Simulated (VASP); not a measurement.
CoO, 2 atoms in the cell. The typed cell holds 2 atoms: a = 2.951 Å, b = 2.951 Å, c = 2.951 Å, α = 120.00°, β = 120.00°, γ = 90.01°. 

| Property | Result |
| --- | --- |
| Program | VASP 6.6.1 |
| Task | single point |
| Functional | PBEsol |
| Potentials or basis | VASP PAW PBE potentials, release 64 (Co, O) |
| Cutoff | 520 eV |
| k mesh | 10 × 10 × 10 |
| Occupations | gaussian, width 0.1 eV |
| Spin | collinear spin, ferromagnetic start |
| Starting moments | [2.74, 0.38] μB |
| Dipole correction | no |
| Further INCAR settings | ALGO = Normal; EDIFF = 1e-07; NBANDS = 18 |

Potentials or basis: VASP PAW PBE potentials, release 64 (Co, O).

The run is started by

```bash
$ cat potpaw_PBE.64/Co/POTCAR potpaw_PBE.64/O/POTCAR > POTCAR
$ mpirun -np 1 vasp_std > vasp.out
```

Hardware: 1 thread of Intel Xeon 8259CL, with other jobs on the host.

Q: How long does it take, and how much memory?

A: It took 2 min on 1 thread of Intel Xeon 8259CL, with other jobs on the host, peak memory 0.19 GiB. Counts: scf iterations 18, k points 102.
